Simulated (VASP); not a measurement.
Re:

```
Re
1.0
     2.75052    0.00000    0.00000
    -1.37526    2.38202    0.00000
     0.00000    0.00000    4.49158
Re
2
Direct
  0.00000 0.00000 0.00000
  0.33333 0.66667 0.50000
```

* Program: VASP 6.6.1
* Task: relaxation of cell and atoms
* Functional: PBEsol
* Potentials or basis: VASP PAW PBE potentials, release 64 (Re)
* Cutoff: 600 eV
* k mesh: 18 × 18 × 10
* Occupations: gaussian, width 0.1 eV
* Spin: no spin polarisation

At the start: pressure -4.1 GPa; volume 14.71 Å³/atom.

Q: Where does the relaxation end?

A: Over 8 steps the energy falls by 3.7 meV/atom and the volume is 14.56 Å³/atom (-1.1 %); space group P6_3/mmc (No. 194, to 0.1 Å) before and after.

The path:
| step | energy change (eV) | largest force (eV/Å) | pressure (GPa) | volume (Å³) |
| --- | --- | --- | --- | --- |
| 1 | 0.0000 | 0.0000 | -4.12 | 29.43 |
| 2 | 0.0733 | 0.0000 | 20.03 | 27.84 |
| 3 | -0.0064 | 0.0000 | 0.68 | 29.07 |
| 4 | -0.0064 | 0.0000 | -0.89 | 29.18 |
| 5 | -0.0075 | 0.0000 | -0.11 | 29.13 |
| 6 | -0.0075 | 0.0000 | -0.11 | 29.13 |
| 7 | -0.0075 | 0.0000 | 0.29 | 29.10 |
| 8 | -0.0075 | 0.0000 | 0.01 | 29.12 |

Final structure:
```
Re
1.0
     2.75074    0.00000    0.00000
    -1.37537    2.38221    0.00000
     0.00000    0.00000    4.44341
Re
2
Direct
  0.00000 0.00000 0.00000
  0.33333 0.66667 0.50000
```

Caveat: the PAW data sets were made with another functional, which shifts forces and pressure a little.
